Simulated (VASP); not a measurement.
# Al2O3 (R-3c) in VASP: further runs, part 2 of 2

VASP 6.6.1. Earlier steps stand in the parts before.

## (4) Single point, PBE (9.29 Å³/atom)

This run uses another cell than the first one, of 9.29 Å³/atom.

File INCAR:

```
  ALGO = Normal
  EDIFF = 1E-7
  ENCUT = 520
  GGA = PE
  ISIF = 2
  ISMEAR = 0
  LASPH = True
  LCHARG = False
  LREAL = False
  LWAVE = False
  NBANDS = 35
  NELM = 80
  PREC = Accurate
  SIGMA = 0.01
```

File KPOINTS:

```
k-points
0
Gamma
  6 6 6
```

File POSCAR:

```
Al2O3
1.0
    2.4515108857      1.4153804698      4.4602946715
   -2.4515108857      1.4153804698      4.4602946715
    0.0000000000     -2.8307609396      4.4602946715
Al O
4 6
Direct
    0.3521453521      0.3521453521      0.3521453521
    0.1478546479      0.1478546479      0.1478546479
    0.6478546479      0.6478546479      0.6478546479
    0.8521453521      0.8521453521      0.8521453521
    0.5561715153      0.9438284847      0.2500000000
    0.2500000000      0.5561715153      0.9438284847
    0.9438284847      0.2500000000      0.5561715153
    0.4438284847      0.0561715153      0.7500000000
    0.7500000000      0.4438284847      0.0561715153
    0.0561715153      0.7500000000      0.4438284847
```

Potentials or basis: VASP PAW PBE potentials, release 64 (Al, O).

On the command line:

```console
> cat potpaw_PBE.64/Al/POTCAR potpaw_PBE.64/O/POTCAR > POTCAR
> mpirun -np 1 vasp_std > vasp.out
```

OUTCAR:

```text
EDIFF = 1E-7
   ENCUT = 520
   GGA = PE
   ISIF = 2
   ISMEAR = 0
   LASPH = True
   LREAL = False
   NELM = 80
   PREC = Accurate

 ion  position               nearest neighbor table
   1  0.352  0.352  0.352-  10 1.91   8 1.91   9 1.91   5 2.03   7 2.03   6 2.03   2 2.73   3 2.88
                             3 2.88   3 2.88   2 3.32   2 3.32   2 3.32
   2  0.148  0.148  0.148-   9 1.91   8 1.91  10 1.91   5 2.03   7 2.03   6 2.03   1 2.73   4 2.88
                             4 2.88   4 2.88   1 3.32   1 3.32   1 3.32
   3  0.648  0.648  0.648-   7 1.91   5 1.91   6 1.91   8 2.03   9 2.03  10 2.03   4 2.73   1 2.88
                             1 2.88   1 2.88   4 3.32   4 3.32   4 3.32
   4  0.852  0.852  0.852-   6 1.91   5 1.91   7 1.91   8 2.03   9 2.03  10 2.03   3 2.73   2 2.88
                             2 2.88   2 2.88   3 3.32   3 3.32   3 3.32
   5  0.556  0.944  0.250-   3 1.91   4 1.91   1 2.03   2 2.03
   6  0.250  0.556  0.944-   4 1.91   3 1.91   1 2.03   2 2.03
   7  0.944  0.250  0.556-   3 1.91   4 1.91   1 2.03   2 2.03
   8  0.444  0.056  0.750-   1 1.91   2 1.91   3 2.03   4 2.03
   9  0.750  0.444  0.056-   2 1.91   1 1.91   3 2.03   4 2.03
[... 218 lines left out ...]
      6     -10.8938      2.00000
[... 901 lines left out ...]
     34      17.9416      0.00000
     35      18.0213      0.00000

 [... further k-points ...]

------------------------ aborting loop because EDIFF is reached ----------------------------------------

  FORCE on cell =-STRESS in cart. coord.  units (eV):
  Direction    XX          YY          ZZ          XY          YZ          ZX
  --------------------------------------------------------------------------------------
  -------------------------------------------------------------------------------------
  Total       -7.1898012     -7.1898012     -6.6954108      0.0000000      0.0000000     -0.0000000
  in kB     -124.0525330   -124.0525330   -115.5223420      0.0000000      0.0000000     -0.0000000
  external PRESSURE =    -121.2091360 kB  Pullay stress =       0.0000000 kB

 VOLUME and BASIS-vectors are now :
 -----------------------------------------------------------------------------
  energy-cutoff  :      520.00
  volume of cell :       92.86
      direct lattice vectors                 reciprocal lattice vectors
     2.451510886  1.415380470  4.460294671     0.203955856  0.117753968  0.074733478
    -2.451510886  1.415380470  4.460294671    -0.203955856  0.117753968  0.074733478
     0.000000000 -2.830760940  4.460294671     0.000000000 -0.235507936  0.074733478

 POSITION                                       TOTAL-FORCE (eV/Angst)
 -----------------------------------------------------------------------------------
      0.00000      0.00000      4.71202        -0.000000     -0.000000      0.027540
      0.00000      0.00000      1.97843        -0.000000     -0.000000     -0.027540
      0.00000      0.00000      8.66887        -0.000000     -0.000000     -0.027540
      0.00000      0.00000     11.40246        -0.000000     -0.000000      0.027540
     -0.95035      1.41538      7.80552        -0.055068     -0.000000     -0.000000
     -0.75058     -1.53071      7.80552         0.027534     -0.047691      0.000000
      1.70093      0.11533      7.80552         0.027534      0.047691      0.000000
      0.95035     -1.41538      5.57537         0.055068     -0.000000     -0.000000
      0.75058      1.53071      5.57537        -0.027534      0.047691      0.000000
     -1.70093     -0.11533      5.57537        -0.027534     -0.047691      0.000000
 -----------------------------------------------------------------------------------
    total drift:                               -0.000000      0.000000      0.000000

  FREE ENERGIE OF THE ION-ELECTRON SYSTEM (eV)
  ---------------------------------------------------
  free  energy   TOTEN  =       -74.6090701831 eV

  energy  without entropy=      -74.6090701831  energy(sigma->0) =      -74.60907018
```

OSZICAR:

```text
N       E                     dE             d eps       ncg     rms          rms(c)
DAV:   1     0.222643627536E+03    0.22264E+03   -0.24890E+04  2240   0.129E+03
DAV:   2    -0.692083860098E+02   -0.29185E+03   -0.28247E+03  2877   0.279E+02
DAV:   3    -0.823525844438E+02   -0.13144E+02   -0.13089E+02  2898   0.608E+01
DAV:   4    -0.824575635483E+02   -0.10498E+00   -0.10491E+00  2808   0.626E+00
DAV:   5    -0.824588811329E+02   -0.13176E-02   -0.13174E-02  2820   0.699E-01    0.171E+01
DAV:   6    -0.745473990660E+02    0.79115E+01   -0.29039E+01  2730   0.282E+01    0.579E+00
DAV:   7    -0.745913002921E+02   -0.43901E-01   -0.74375E-01  2732   0.439E+00    0.324E+00
DAV:   8    -0.746046380113E+02   -0.13338E-01   -0.98102E-02  2685   0.239E+00    0.656E-01
DAV:   9    -0.746083146756E+02   -0.36767E-02   -0.19954E-02  2920   0.744E-01    0.310E-01
DAV:  10    -0.746091252033E+02   -0.81053E-03   -0.10799E-03  2562   0.191E-01    0.769E-02
DAV:  11    -0.746090670986E+02    0.58105E-04   -0.42864E-04  2824   0.116E-01    0.225E-02
DAV:  12    -0.746090712906E+02   -0.41921E-05   -0.26120E-05  2631   0.299E-02    0.771E-03
DAV:  13    -0.746090702538E+02    0.10369E-05   -0.63340E-06  2824   0.136E-02    0.163E-03
DAV:  14    -0.746090700836E+02    0.17018E-06   -0.26949E-07  2328   0.314E-03    0.103E-03
DAV:  15    -0.746090701831E+02   -0.99489E-07   -0.36003E-08  1680   0.115E-03
   1 F= -.74609070E+02 E0= -.74609070E+02  d E =-.139681E-36
```

stdout:

```text
POSCAR found type information on POSCAR AlO
 POSCAR found :  2 types and      10 ions
 scaLAPACK will be used
 LDA part: xc-table for (Slater+PW92), standard interpolation
 POSCAR, INCAR and KPOINTS ok, starting setup
 FFT: planning ... GRIDC
 FFT: planning ... GRID_SOFT
 FFT: planning ... GRID
 WAVECAR not read
 entering main loop
```

Wall time 50 s (1 thread of Intel Xeon 6975P-C (Granite Rapids), shared host); peak memory 0.26 GiB.

What came out:

* Free energy: -74.6091 eV
* Pressure: -12.1 GPa
* Largest force: 0.055 eV/Å
* Band gap on the k mesh: 5.14 eV

Forces on the atoms (eV/Å):
```
Al   0.000  0.000  0.028
Al   0.000  0.000 -0.028
Al   0.000  0.000 -0.028
Al   0.000  0.000  0.028
O   -0.055  0.000  0.000
O    0.028 -0.048  0.000
O    0.028  0.048  0.000
O    0.055  0.000  0.000
O   -0.028  0.048  0.000
O   -0.028 -0.048  0.000
```

Caveat: the cell stands under tension.

## (5) Single point, r2SCAN (7.99 Å³/atom)

This run uses another cell than the first one, of 7.99 Å³/atom.

File POSCAR:

```
Al2O3
1.0
    2.3307500077      1.3456591443      4.2433658111
   -2.3307500077      1.3456591443      4.2433658111
    0.0000000000     -2.6913182887      4.2433658111
Al O
4 6
Direct
    0.3519098049      0.3519098049      0.3519098049
    0.1480901951      0.1480901951      0.1480901951
    0.6480901951      0.6480901951      0.6480901951
    0.8519098049      0.8519098049      0.8519098049
    0.5563680097      0.9436319903      0.2500000000
    0.2500000000      0.5563680097      0.9436319903
    0.9436319903      0.2500000000      0.5563680097
    0.4436319903      0.0563680097      0.7500000000
    0.7500000000      0.4436319903      0.0563680097
    0.0563680097      0.7500000000      0.4436319903
```

File INCAR.step1:

```
SYSTEM = Al2O3
  PREC = Accurate
  ENCUT = 520
  ISMEAR = 0
  SIGMA = 0.01
  LREAL = .False.
  LASPH = .True.
  NELM = 100
  NBANDS = 35
  GGA = PE
  ALGO = Normal
  EDIFF = 1E-4
  LWAVE = .True.
  LCHARG = .False.
```

File INCAR.step2:

```
SYSTEM = Al2O3
  PREC = Accurate
  ENCUT = 520
  EDIFF = 1E-6
  ISMEAR = 0
  SIGMA = 0.01
  LREAL = .False.
  LASPH = .True.
  NELM = 100
  ALGO = Normal
  ISIF = 2
  LWAVE = .False.
  LCHARG = .False.
  METAGGA = R2SCAN
  LMIXTAU = .True.
  NBANDS = 35
  ISTART = 1
```

File KPOINTS:

```
regular mesh
0
Gamma
  6 6 6
  0 0 0
```

On the command line:

```console
> cat potpaw_PBE.64/Al/POTCAR potpaw_PBE.64/O/POTCAR > POTCAR
> cp INCAR.step1 INCAR
> mpirun -np 1 vasp_std > vasp.out
> cp INCAR.step2 INCAR
> mpirun -np 1 vasp_std > vasp.out
```

Run time: 2.9 min. Hardware: 1 thread of Intel Xeon 6975P-C (Granite Rapids), shared host; peak memory 0.27 GiB.

Results (log left out):

```
Free energy            : -96.0028 eV
Pressure               : 17.6 GPa
Largest force          : 0.066 eV/Å
Band gap on the k mesh : 7.98 eV
```

Forces in eV/Å, atoms in the order of the input:
```
Al   0.000  0.000 -0.061
Al   0.000  0.000  0.061
Al   0.000  0.000  0.061
Al   0.000  0.000 -0.061
O    0.066  0.000  0.000
O   -0.033  0.057  0.000
O   -0.033 -0.057  0.000
O   -0.066  0.000  0.000
O    0.033 -0.057  0.000
O    0.033  0.057  0.000
```

Stress tensor (GPa, compression positive):
```
18.07  0.00  0.00
 0.00 18.07  0.00
 0.00  0.00 16.64
```

Levels at points of the mesh, in eV from the valence-band top:
| k point | band 22 | band 23 | band 24 | band 25 | band 26 | band 27 |
| --- | --- | --- | --- | --- | --- | --- |
| (0.00, 0.00, 0.00) | -0.06 | -0.06 | 0.00 | 7.98 | 10.62 | 12.80 |
| (0.50, 0.00, 0.00) | -1.03 | -0.34 | -0.34 | 11.01 | 11.01 | 11.50 |
| (0.50, 0.50, 0.00) | -1.00 | -0.87 | -0.31 | 10.87 | 11.53 | 11.55 |
| (0.50, 0.50, 0.50) | -0.44 | -0.44 | -0.44 | 10.32 | 10.32 | 12.73 |

Caveat: the cell stands under pressure; the PAW data sets were made with another functional, which shifts forces and pressure a little. A k mesh can miss the band edges.

## (6) Single point, r2SCAN (8.24 Å³/atom)

This run uses another cell than the first one, of 8.24 Å³/atom.

Edit POSCAR of step 5 so:

```diff
@@ -2,5 +2,5 @@
 1.0
-    2.3307500077      1.3456591443      4.2433658111
-   -2.3307500077      1.3456591443      4.2433658111
-    0.0000000000     -2.6913182887      4.2433658111
+    2.3552860214      1.3598250184      4.2880361023
+   -2.3552860214      1.3598250184      4.2880361023
+    0.0000000000     -2.7196500369      4.2880361023
 Al O
```

File INCAR.step1:

```
SYSTEM = Al2O3
  ALGO = Normal
  EDIFF = 1E-4
  ENCUT = 520
  GGA = PE
  ISMEAR = 0
  LASPH = .TRUE.
  LCHARG = .FALSE.
  LREAL = .FALSE.
  LWAVE = .TRUE.
  NBANDS = 35
  NELM = 60
  PREC = Accurate
  SIGMA = 0.01
```

File INCAR.step2:

```
SYSTEM = Al2O3
  ALGO = Normal
  EDIFF = 1E-6
  ENCUT = 520
  ISIF = 2
  ISMEAR = 0
  ISTART = 1
  LASPH = .TRUE.
  LCHARG = .FALSE.
  LMIXTAU = .TRUE.
  LREAL = .FALSE.
  LWAVE = .FALSE.
  METAGGA = R2SCAN
  NBANDS = 35
  NELM = 60
  PREC = Accurate
  SIGMA = 0.01
```

File KPOINTS:

```
k-points
0
G
  6 6 6
  0 0 0
```

Potentials or basis: VASP PAW PBE potentials, release 64 (Al, O).

On the command line:

```console
> cat potpaw_PBE.64/Al/POTCAR potpaw_PBE.64/O/POTCAR > POTCAR
> cp INCAR.step1 INCAR
> mpirun -np 1 vasp_std > vasp.out
> cp INCAR.step2 INCAR
> mpirun -np 1 vasp_std > vasp.out
```

OUTCAR:

```text
SYSTEM = Al2O3
   EDIFF = 1E-6
   ENCUT = 520
   ISIF = 2
   ISMEAR = 0
   ISTART = 1
   LASPH = .TRUE.
   LREAL = .FALSE.
   METAGGA = R2SCAN
   NELM = 60
   PREC = Accurate

 ion  position               nearest neighbor table
   1  0.352  0.352  0.352-   9 1.84   8 1.84  10 1.84   7 1.95   6 1.95   5 1.95   2 2.62   3 2.76
                             3 2.76   3 2.76   2 3.19   2 3.19   2 3.19
   2  0.148  0.148  0.148-  10 1.84   8 1.84   9 1.84   6 1.95   7 1.95   5 1.95   1 2.62   4 2.76
                             4 2.76   4 2.76   1 3.19   1 3.19   1 3.19
   3  0.648  0.648  0.648-   6 1.84   5 1.84   7 1.84  10 1.95   9 1.95   8 1.95   4 2.62   1 2.76
[... 1142 lines left out ...]
  external PRESSURE =      78.7649402 kB  Pullay stress =       0.0000000 kB

 VOLUME and BASIS-vectors are now :
 -----------------------------------------------------------------------------
  energy-cutoff  :      520.00
  volume of cell :       82.40
      direct lattice vectors                 reciprocal lattice vectors
     2.355286021  1.359825018  4.288036102     0.212288442  0.122564789  0.077735664
    -2.355286021  1.359825018  4.288036102    -0.212288442  0.122564789  0.077735664
     0.000000000 -2.719650037  4.288036102     0.000000000 -0.245129578  0.077735664

 POSITION                                       TOTAL-FORCE (eV/Angst)
 -----------------------------------------------------------------------------------
      0.00000     -0.00000      4.52701         0.000000      0.000000     -0.037717
      0.00000     -0.00000      1.90505         0.000000     -0.000000      0.037717
      0.00000     -0.00000      8.33710         0.000000     -0.000000      0.037717
      0.00000     -0.00000     10.95906         0.000000      0.000000     -0.037717
     -0.91212      1.35983      7.50406         0.024744     -0.000000      0.000000
     -0.72158     -1.46983      7.50406        -0.012372      0.021429      0.000000
      1.63370      0.11000      7.50406        -0.012372     -0.021429      0.000000
      0.91212     -1.35983      5.36005        -0.024744      0.000000      0.000000
      0.72158      1.46983      5.36005         0.012372     -0.021429      0.000000
     -1.63370     -0.11000      5.36005         0.012372      0.021429      0.000000
 -----------------------------------------------------------------------------------
    total drift:                               -0.000000      0.000000     -0.000000

  FREE ENERGIE OF THE ION-ELECTRON SYSTEM (eV)
  ---------------------------------------------------
  free  energy   TOTEN  =       -96.2084437582 eV

  energy  without entropy=      -96.2084437582  energy(sigma->0) =      -96.20844376
```

OSZICAR.step1:

```text
N       E                     dE             d eps       ncg     rms          rms(c)
DAV:   1     0.224195760529E+03    0.22420E+03   -0.25496E+04  2240   0.131E+03
DAV:   2    -0.704663405388E+02   -0.29466E+03   -0.28505E+03  2850   0.289E+02
DAV:   3    -0.826444804013E+02   -0.12178E+02   -0.12138E+02  2893   0.593E+01
DAV:   4    -0.827363236808E+02   -0.91843E-01   -0.91792E-01  2832   0.594E+00
DAV:   5    -0.827374280358E+02   -0.11044E-02   -0.11042E-02  2787   0.652E-01    0.179E+01
DAV:   6    -0.745014860763E+02    0.82359E+01   -0.28020E+01  2735   0.285E+01    0.609E+00
DAV:   7    -0.745370379313E+02   -0.35552E-01   -0.95784E-01  2704   0.481E+00    0.332E+00
DAV:   8    -0.745571229200E+02   -0.20085E-01   -0.87496E-02  2717   0.224E+00    0.704E-01
DAV:   9    -0.745606586112E+02   -0.35357E-02   -0.24559E-02  2904   0.849E-01    0.324E-01
DAV:  10    -0.745612400209E+02   -0.58141E-03   -0.72046E-04  2477   0.162E-01    0.761E-02
DAV:  11    -0.745612140896E+02    0.25931E-04   -0.33766E-04  2824   0.105E-01
   1 F= -.74561214E+02 E0= -.74561214E+02  d E =-.564853E-16
```

Wall time 2.8 min (1 thread of Intel Xeon 6975P-C (Granite Rapids), shared host); peak memory 0.28 GiB.

What came out:

```
Free energy            : -96.2084 eV
Pressure               : 7.9 GPa
Largest force          : 0.038 eV/Å
Band gap on the k mesh : 7.56 eV
```

Forces in eV/Å, atoms in the order of the input:
```
Al   0.000  0.000 -0.038
Al   0.000  0.000  0.038
Al   0.000  0.000  0.038
Al   0.000  0.000 -0.038
O    0.025  0.000  0.000
O   -0.012  0.021  0.000
O   -0.012 -0.021  0.000
O   -0.025  0.000  0.000
O    0.012 -0.021  0.000
O    0.012  0.021  0.000
```

Levels at points of the mesh, in eV from the valence-band top:
| k point | band 22 | band 23 | band 24 | band 25 | band 26 | band 27 |
| --- | --- | --- | --- | --- | --- | --- |
| (0.00, 0.00, 0.00) | -0.05 | -0.05 | 0.00 | 7.56 | 10.37 | 12.37 |
| (0.50, 0.00, 0.00) | -0.98 | -0.31 | -0.31 | 10.73 | 10.73 | 11.09 |
| (0.50, 0.50, 0.00) | -0.96 | -0.82 | -0.29 | 10.73 | 11.17 | 11.22 |
| (0.50, 0.50, 0.50) | -0.42 | -0.42 | -0.42 | 9.97 | 9.97 | 12.44 |

Caveat: the cell stands under pressure; the PAW data sets were made with another functional, which shifts forces and pressure a little. r2SCAN opens gaps a little over a GGA but as a rule still falls short of measured ones.

## (7) The runs side by side

| level | cell | gap on the mesh (eV) | pressure (GPa) | largest force (eV/Å) |
| --- | --- | --- | --- | --- |
| PBE | a = 5.181 Å, angles 55.3°, 10 atoms | 5.85 | -0.1 | - |
| PBE | a = 5.232 Å, angles 55.3°, 10 atoms | 5.49 | -6.6 | 0.03 |
| PBE | a = 5.283 Å, angles 55.3°, 10 atoms | 5.14 | -12.1 | 0.06 |
| r2SCAN | a = 5.025 Å, angles 55.3°, 10 atoms | 7.98 | 17.6 | 0.07 |
| r2SCAN | a = 5.078 Å, angles 55.3°, 10 atoms | 7.56 | 7.9 | 0.04 |

Alike in all rows: task single point; potentials or basis VASP PAW PBE potentials, release 64 (Al, O); no spin polarisation; k mesh 6 × 6 × 6; cutoff (eV) 520; smearing gaussian 0.01 eV.

Caveats: the cell stands under tension (at least some runs); the cell stands under pressure (at least some runs); the PAW data sets were made with another functional, which shifts forces and pressure a little (at least some runs).

Absolute energies hang on the potentials; compare differences alone.

## (8) Against experiment

Step 2. Measured gap of Al2O3: 8.7 eV (optical; quoted in “Multi-petahertz electron interference in Cr:Al2O3 solid-state material”, 2018, pmc:5906618). This calculation gives 5.85 eV (-2.85 eV). The value is that of PBE, without temperature or zero-point motion. Semilocal functionals fall short of measured gaps as a rule.
